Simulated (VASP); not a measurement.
# CdS (I-4m2) in VASP: further runs

Runs on CdS. Level: PBE. Tasks: G0W0 quasiparticle levels.

Everything below comes from runs of VASP 6.6.1. Logs are shortened: lines on timing, memory, paths and dates and some standing lists are left out, and cuts for length are marked.

## (1) The cell of the first run

The structure is tetragonal, space group I-4m2 (No. 119). Conventional cell: a = 4.157 Å, b = 4.157 Å, c = 6.114 Å, α = 90.00°, β = 90.00°, γ = 90.00°. Cd (site symmetry -4m2) has 4 S at 2.58 Å within 3.4 Å. Within 3.4 Å of S (site symmetry -4m2) lie 4 Cd at 2.58 Å.

## (2) G0W0 quasiparticle levels, PBE

The input, POSCAR:

```
CdS
1.0
    0.0000000000      2.9392148430      3.0567834368
    2.9392148430      0.0000000000      3.0567834368
    2.9392148430      2.9392148430      0.0000000000
Cd S
1 1
Direct
    0.0000000000      0.0000000000      0.0000000000
    0.2500000000      0.2500000000      0.2500000000
```

The input, INCAR.step1:

```
PREC = Accurate ; ENCUT = 500
EDIFF = 1E-8 ; ISMEAR = 0
SIGMA = 0.01 ; LREAL = False
LASPH = True ; NELM = 80
ALGO = Normal ; LWAVE = True
LCHARG = False ; GGA = PE
```

The input, INCAR.step2:

```
PREC = Accurate ; ENCUT = 500
EDIFF = 1E-8 ; ISMEAR = 0
SIGMA = 0.01 ; LREAL = False
LASPH = True ; NELM = 1
ALGO = Exact ; LWAVE = True
LCHARG = False ; GGA = PE
NBANDS = 229 ; LOPTICS = True
ISTART = 1
```

The input, INCAR.step3:

```
PREC = Accurate ; ENCUT = 500
EDIFF = 1E-8 ; ISMEAR = 0
SIGMA = 0.01 ; LREAL = False
LASPH = True ; ALGO = EVGW0
LWAVE = False ; LCHARG = False
GGA = PE ; NELMGW = 1
NBANDS = 229 ; ENCUTGW = 150.0
NOMEGA = 96 ; PRECFOCK = Fast
ISTART = 1 ; NBANDSGW = 17
OMEGAMAX = 20
```

The input, KPOINTS:

```
Automatic mesh
0
Gamma
  4 4 4
```

Potentials or basis: VASP PAW PBE potentials, release 64 (Cd_GW, S_GW).

The run is started by

```
$ cat potpaw_PBE.64/Cd_GW/POTCAR potpaw_PBE.64/S_GW/POTCAR > POTCAR
$ cp INCAR.step1 INCAR
$ mpirun -np 1 vasp_std > vasp.out
$ cp INCAR.step2 INCAR
$ mpirun -np 1 vasp_std > vasp.out
$ cp INCAR.step3 INCAR
$ mpirun -np 1 vasp_std > vasp.out
```

OUTCAR:

```text
PREC = Accurate
   ENCUT = 500
   EDIFF = 1E-8
   ISMEAR = 0
   LREAL = False
   LASPH = True
   GGA = PE
   NELMGW = 1
   ENCUTGW = 150.0
   PRECFOCK = Fast
   ISTART = 1

 ion  position               nearest neighbor table
   1  0.000  0.000  0.000-   2 2.58   2 2.58   2 2.58   2 2.58
   2  0.250  0.250  0.250-   1 2.58   1 2.58   1 2.58   1 2.58

  LATTYP: Found a body centered tetragonal cell.
 ALAT       =     4.1566774937
 C/A-ratio  =     1.4707821049

  Lattice vectors:

 A1 = (  -2.9392148430,   0.0000000000,   3.0567834368)
 A2 = (   2.9392148430,   0.0000000000,   3.0567834368)
 A3 = (   0.0000000000,   2.9392148430,  -3.0567834368)

Analysis of symmetry for initial positions (statically):
=====================================================================
 Subroutine PRICEL returns:
 Original cell was already a primitive cell.

 Routine SETGRP: Setting up the symmetry group for a
 body centered tetragonal supercell.

 Subroutine GETGRP returns: Found  8 space group operations
 (whereof  8 operations were pure point group operations)
 out of a pool of 16 trial point group operations.

The static configuration has the point symmetry D_2d.

Analysis of symmetry for dynamics (positions and initial velocities):
=====================================================================
 Subroutine PRICEL returns:
 Original cell was already a primitive cell.

 Routine SETGRP: Setting up the symmetry group for a
 body centered tetragonal supercell.

 Subroutine GETGRP returns: Found  8 space group operations
 (whereof  8 operations were pure point group operations)
 out of a pool of 16 trial point group operations.

The dynamic configuration has the point symmetry D_2d.

 Subroutine INISYM returns: Found  8 space group operations
 (whereof  8 operations are pure point group operations),
 and found     1 'primitive' translations

----------------------------------------------------------------------------------------

                                     Primitive cell

  volume of cell :      52.8150

  direct lattice vectors                    reciprocal lattice vectors
     0.000000000  2.939214843  3.056783437    -0.170113458  0.170113458  0.163570632
     2.939214843  0.000000000  3.056783437     0.170113458 -0.170113458  0.163570632
     2.939214843  2.939214843  0.000000000     0.170113458  0.170113458 -0.163570632

  length of vectors
     4.240626000  4.240626000  4.156677494     0.290916704  0.290916704  0.290916704

  position of ions in fractional coordinates (direct lattice)
     0.000000000  0.000000000  0.000000000
     0.250000000  0.250000000  0.250000000

  ion indices of the primitive-cell ions
   primitive index   ion index
                 1           1
                 2           2

----------------------------------------------------------------------------------------

 KPOINTS: Automatic mesh

Automatic generation of k-mesh.
 Grid dimensions read from file:
 generate k-points for:    4    4    4

 Generating k-lattice:

  Cartesian coordinates                     Fractional coordinates (reciprocal lattice)
    -0.042528364  0.042528364  0.040892658     0.250000000 -0.000000000  0.000000000
     0.042528364 -0.042528364  0.040892658    -0.000000000  0.250000000  0.000000000
     0.042528364  0.042528364 -0.040892658     0.000000000  0.000000000  0.250000000

  Length of vectors
     0.072729176  0.072729176  0.072729176

  Shift w.r.t. Gamma in fractional coordinates (k-lattice)
     0.000000000  0.000000000  0.000000000

 Subroutine IBZKPT returns following result:
 ===========================================

 Found     13 irreducible k-points:

 Following reciprocal coordinates:
            Coordinates               Weight
  0.000000  0.000000  0.000000      1.000000
  0.250000  0.000000  0.000000      8.000000
  0.500000  0.000000  0.000000      4.000000
  0.250000  0.250000  0.000000      2.000000
  0.500000  0.250000  0.000000      8.000000
 -0.250000  0.250000  0.000000      4.000000
  0.500000  0.500000  0.000000      1.000000
  0.250000  0.000000  0.250000      4.000000
  0.500000  0.000000  0.250000     16.000000
 -0.250000 -0.000000  0.250000      8.000000
 -0.250000  0.500000  0.250000      4.000000
  0.500000  0.000000  0.500000      2.000000
 -0.250000  0.250000  0.500000      2.000000
   k-points           NKPTS =     13   k-points in BZ     NKDIM =     64   number of bands    NBANDS=    229
   number of dos      NEDOS =    301   number of ions     NIONS =      2
   total plane-waves  NPLWV =  30720
   dimension x,y,z NGX =    32 NGY =   32 NGZ =   30
   dimension x,y,z NGXF=    64 NGYF=   64 NGZF=   60
   ions per type =               1   1
   NGX,Y,Z   is equivalent  to a cutoff of  12.55, 12.55, 12.00 a.u.
   NGXF,Y,Z  is equivalent  to a cutoff of  25.09, 25.09, 24.00 a.u.
 SYSTEM =  unknown system
   PREC   = accura    normal or accurate (medium, high low for compatibility)
   ISTART =      1    job   : 0-new  1-cont  2-samecut
   ICHARG =      0    charge: 1-file 2-atom 10-const
   ISPIN  =      1    spin polarized calculation?
   LNONCOLLINEAR =      F non collinear calculations
   LSORBIT =      F    spin-orbit coupling
   LASPH  =      T    aspherical Exc in radial PAW
   ENCUT  =  500.0 eV  36.75 Ry    6.06 a.u.   7.73  7.73  7.58*2*pi/ulx,y,z
   NELM   =     60;   NELMIN=  2; NELMDL=  0     # of ELM steps
   EDIFF  = 0.1E-07   stopping-criterion for ELM
   LREAL  =      F    real-space projection
   EDIFFG = 0.1E-06   stopping-criterion for IOM
   NSW    =      0    number of steps for IOM
   IBRION =     -1    ionic relax: 0-MD 1-quasi-New 2-CG
   NFREE  =      0    steps in history (QN), initial steepest desc. (CG)
   ISIF   =      0    stress and relaxation
   ISYM   =      3    0-nonsym 1-usesym 2-fastsym
   POTIM  = 0.5000    time-step for ionic-motion
   TEBEG  =    0.0;   TEEND  =   0.0 temperature during run
   PSTRESS=    0.0 pullay stress
   NELECT =      18.0000    total number of electrons
   NUPDOWN=      -1.0000    fix difference up-down
   EMIN   =  10.00;   EMAX   =-10.00  energy-range for DOS
   EFERMI =   0.00;   METHOD = LEGACY
   ISMEAR =     0;   SIGMA  =   0.01  broadening in eV -4-tet -1-fermi 0-gaus
   EFERMI_NEDOS =   21; number of points for ismear=-14 and -15
   IALGO  =     38    algorithm
   IMIX   =      4    mixing-type and parameters
     AMIX     =   0.40;   BMIX     =  1.00
     AMIX_MAG =   1.60;   BMIX_MAG =  1.00
  volume/ion in A,a.u.               =      26.41       178.21
  Fermi-wavevector in a.u.,A,eV,Ry     =   1.143527  2.160953 17.791724  1.307655
  Thomas-Fermi vector in A             =   2.280222
   LORBIT       =      0    0 simple, 1 ext, 2 COOP (PROOUT), +10 PAW based schemes
   GGA     = PE    functional components
   LHFCALC =     T    Hartree Fock is set to
   PRECFOCK=fast      Normal, Fast or Accurate (Low or Medium for compatibility)
   ENCUT4O =  -1.0   cutoff for four orbital integrals eV
   NKREDX  =     1    reduce k-point grid by
   NKREDY  =     1    reduce k-point grid by
   NKREDZ  =     1    reduce k-point grid by
   AEXX    =    1.0000 exact exchange contribution
   HFSCREEN=    0.0000 screening length (either q_TF or 0.3 A-1)
   HFSCREENC=   0.0000 screening length for correlation (either q_TF or 0.3 A-1)
   ENCUTFOCK=  -1.0 apply spherical cutoff to Coloumb kernel
   IVDW    =     0    specifies the selected vdW correction
   LEPSILON=     F    determine dielectric tensor
   LRPA    =     F    only Hartree local field effects (RPA)
   LRPAFORCE           =     F    calculate RPA forces
   ENCUTGW             = 150.0    cutoff for response function in eV
   ENCUTGWSOFT         = 120.0    soft cutoff for Coulomb kernel in GW response function in eV
   ENCUTLF             =  -1.0    cutoff for local field effects
   NELMGW              =     1    number of iterations in solving QP/BSE equation
   NELMHF              =     1    number of iterations in the inner HF iteration
   NKREDLFX            =     1    NKREDLFY  =   1   NKREDLFZ  =   1
 non-spin polarized calculation
 Gauss-broadening in eV      SIGMA  =   0.01
  energy-cutoff  :      500.00
  volume of cell :       52.82
 maximum number of plane-waves:      1379
 NGX is ok and might be reduce to    32
  NGX = 18; NGY = 18; NGZ = 18
   NGX = 15   NGY = 15   NGZ = 15
 maximum number of plane-waves:       226
 NGX is ok and might be reduce to    18

 QP shifts <psi_nk| G(iteration)W_0 |psi_nk>: iteration 1
 for sc-GW calculations column KS-energies equals QP-energies in previous step
 and V_xc(KS)=  KS-energies - (<T + V_ion + V_H > + <T+V_H+V_ion>^1  + <V_x>^1)

 k-point   1 :       0.0000    0.0000    0.0000
  band No.  KS-energies  QP-energies   sigma(KS)   V_xc(KS)     V^pw_x(r,r')   Z            occupation Imag(sigma)

      1      -9.9216     -10.2908     -13.6200     -12.9897     -20.8368       0.5858       2.0000       0.9887
      2      -5.4806      -7.2945     -17.8380     -15.1770     -22.9322       0.6817       2.0000       0.1596
      3      -5.4572      -7.2692     -17.8598     -15.2013     -22.9676       0.6816       2.0000       0.1624
      4      -5.4572      -7.2692     -17.8598     -15.2013     -22.9676       0.6816       2.0000       0.1624
      5      -5.0750      -7.0085     -18.2765     -15.4813     -23.2333       0.6917       2.0000       0.0989
      6      -5.0649      -7.0133     -18.3132     -15.5079     -23.2643       0.6945       2.0000       0.1002
[... 9 lines left out ...]
     16      13.6162      13.9579     -10.0275     -10.5016      -4.7508       0.7207       0.0000      -0.2879
     17      14.6950      14.4956      -7.2268      -6.9555      -2.0386       0.7349       0.0000      -0.4186

 k-point   2 :       0.2500    0.0000    0.0000
  band No.  KS-energies  QP-energies   sigma(KS)   V_xc(KS)     V^pw_x(r,r')   Z            occupation Imag(sigma)

      1      -9.7352     -10.1440     -13.9115     -13.2401     -21.0427       0.6088       2.0000       0.9838
      2      -5.4148      -7.2382     -17.9087     -15.2367     -22.9962       0.6824       2.0000       0.1570
      3      -5.3966      -7.2205     -17.9334     -15.2609     -23.0300       0.6825       2.0000       0.1578
      4      -5.2410      -7.0372     -17.7028     -15.0854     -22.7401       0.6863       2.0000       0.1692
      5      -5.0663      -7.0112     -18.3055     -15.5026     -23.2624       0.6939       2.0000       0.1020
      6      -5.0643      -7.0031     -18.2816     -15.4884     -23.2443       0.6941       2.0000       0.1012
[... 9 lines left out ...]
     16      13.2751      13.0762      -7.2415      -6.9725      -2.1585       0.7396       0.0000      -0.3249
     17      16.6008      16.5937      -8.2564      -8.2469      -2.5360       0.7500       0.0000      -0.6121

 k-point   3 :       0.5000    0.0000    0.0000
  band No.  KS-energies  QP-energies   sigma(KS)   V_xc(KS)     V^pw_x(r,r')   Z            occupation Imag(sigma)

      1      -9.5492     -10.0013     -14.2443     -13.5268     -21.2967       0.6300       2.0000       0.9635
      2      -5.3759      -7.2112     -17.9395     -15.2548     -23.0105       0.6836       2.0000       0.1515
      3      -5.3530      -7.1911     -17.9768     -15.2884     -23.0543       0.6838       2.0000       0.1515
      4      -5.0463      -6.9915     -18.3423     -15.5411     -23.3127       0.6944       2.0000       0.1049
      5      -5.0317      -6.9723     -18.3457     -15.5502     -23.3207       0.6942       2.0000       0.1036
      6      -4.7419      -6.5803     -18.1727     -15.5261     -23.1581       0.6946       2.0000       0.1433
[... 9 lines left out ...]
     16      14.3628      14.7172     -10.1402     -10.6266      -4.5052       0.7286       0.0000      -0.4098
     17      15.4740      15.7867      -9.8346     -10.2592      -4.0008       0.7364       0.0000      -0.5836

 k-point   4 :       0.2500    0.2500    0.0000
  band No.  KS-energies  QP-energies   sigma(KS)   V_xc(KS)     V^pw_x(r,r')   Z            occupation Imag(sigma)

      1      -9.6834     -10.1026     -13.9905     -13.3094     -21.1000       0.6156       2.0000       0.9842
      2      -5.3255      -7.1661     -18.0251     -15.3374     -23.1139       0.6848       2.0000       0.1544
      3      -5.3255      -7.1661     -18.0251     -15.3374     -23.1139       0.6848       2.0000       0.1544
      4      -5.3036      -7.0861     -17.5470     -14.9425     -22.5624       0.6844       2.0000       0.1687
      5      -5.0969      -7.0104     -18.1660     -15.4010     -23.1309       0.6921       2.0000       0.1097
      6      -5.0341      -6.9842     -18.3526     -15.5440     -23.3105       0.6943       2.0000       0.1001
[... 142 lines left out ...]
      2      -5.2703      -7.1211     -17.9518     -15.2591     -22.9885       0.6874       2.0000       0.1482
      3      -5.2500      -7.1382     -18.1491     -15.4138     -23.2083       0.6903       2.0000       0.1412
      4      -5.1040      -7.0328     -18.2717     -15.4889     -23.2638       0.6931       2.0000       0.1160
      5      -5.0582      -6.9932     -18.2677     -15.4767     -23.2317       0.6933       2.0000       0.1055
      6      -4.5421      -6.3473     -18.2597     -15.6578     -23.2325       0.6938       2.0000       0.1413
[... 9 lines left out ...]
     16      14.9339      15.3064     -10.0496     -10.5615      -4.3061       0.7276       0.0000      -0.4593
     17      14.9448      15.0003      -8.9632      -9.0389      -3.4622       0.7325       0.0000      -0.4687

 k-point  12 :       0.5000    0.0000    0.5000
  band No.  KS-energies  QP-energies   sigma(KS)   V_xc(KS)     V^pw_x(r,r')   Z            occupation Imag(sigma)

      1      -9.4279      -9.9112     -14.4640     -13.7107     -21.4641       0.6415       2.0000       0.9505
      2      -5.2806      -7.1494     -17.7633     -15.0520     -22.7229       0.6893       2.0000       0.1377
      3      -5.1969      -7.0720     -18.2185     -15.4991     -23.2903       0.6896       2.0000       0.1451
      4      -5.1582      -7.0470     -18.2754     -15.5372     -23.3292       0.6898       2.0000       0.1396
      5      -4.9970      -6.9500     -18.3833     -15.5778     -23.3520       0.6961       2.0000       0.0987
      6      -4.6582      -6.4488     -17.9833     -15.4028     -22.9519       0.6939       2.0000       0.1490
[... 9 lines left out ...]
     16      14.9654      15.2421      -9.9284     -10.3084      -4.3678       0.7281       0.0000      -0.4255
     17      15.3635      15.7458     -10.4576     -10.9832      -4.7103       0.7273       0.0000      -0.4785

 k-point  13 :      -0.2500    0.2500    0.5000
  band No.  KS-energies  QP-energies   sigma(KS)   V_xc(KS)     V^pw_x(r,r')   Z            occupation Imag(sigma)

      1      -9.4290      -9.9038     -14.4530     -13.7099     -21.4656       0.6389       2.0000       0.9489
      2      -5.2748      -7.1491     -18.1117     -15.3912     -23.1823       0.6889       2.0000       0.1457
      3      -5.2563      -7.1221     -17.9554     -15.2446     -22.9689       0.6883       2.0000       0.1426
      4      -5.1001      -7.0311     -18.3122     -15.5266     -23.3082       0.6932       2.0000       0.1180
      5      -5.0631      -6.9871     -18.2263     -15.4501     -23.1945       0.6930       2.0000       0.1083
      6      -4.5204      -6.3208     -18.2526     -15.6588     -23.2288       0.6941       2.0000       0.1428
[... 9 lines left out ...]
     16      15.2563      15.7054     -10.9200     -11.5410      -5.0105       0.7232       0.0000      -0.5275
     17      15.4283      15.8105     -10.0593     -10.5875      -4.1848       0.7237       0.0000      -0.4917
```

It took 28 min on 1 thread of Intel Xeon 8259CL, shared host; peak memory 0.76 GiB.

What came out:

```yaml
Quasiparticle_gap: 1.68 eV
Least_direct_quasiparticle_gap: 1.68 eV
Band_gap_of_the_starting_levels_on_the_mesh: 0.95 eV
Least_direct_gap_of_the_starting_levels_on_the_mesh: 0.95 eV
```

Caveat: the k points lie up to 0.46 Å⁻¹ apart; bands, screening cutoff and mesh are small and nothing is extrapolated, so the quasiparticle values aren't converged; the structure was generated, so it needn't be the stable form of CdS.

(Part 1 of 2 ends here.)
